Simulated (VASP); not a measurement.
Sr: single point with PBEsol

Sr:

```xyz
2
Lattice="4.3100 0.0000 0.0000 -2.1550 3.7326 0.0000 0.0000 0.0000 7.0500" Properties=species:S:1:pos:R:3 pbc="T T T"
Sr    0.0000    2.4884    1.7625
Sr    2.1550    1.2442    5.2875
```

```yaml
Program: VASP 6.6.1
Task: single point
Functional: PBEsol
Potentials_or_basis: VASP PAW PBE potentials, release 64 (Sr_sv)
Cutoff: 520 eV
k_mesh: 15 × 15 × 8
Occupations: gaussian, width 0.15 eV
Spin: no spin polarisation
```

| Property | Result |
| --- | --- |
| Pressure | -0.8 GPa |
| Band gap on the k mesh | zero (band 10 reaches 1.54 eV, above the bottom of band 11 at 1.30 eV) |

Levels at points of the mesh, in eV from the Fermi level:
```csv
k point,band 8,band 9,band 10,band 11,band 12,band 13
"(0.00, 0.00, 0.00)",-18.52,-3.63,-1.15,0.01,2.24,2.24
"(0.00, 0.00, 0.50)",-18.53,-2.72,-2.72,1.24,1.24,2.24
```

It took 4.8 min on 1 thread of Oxide Virtual Turin-like Processor, with other jobs on the host, peak memory 0.34 GiB.

Caveat: the PAW data sets were made with another functional, which shifts forces and pressure a little.
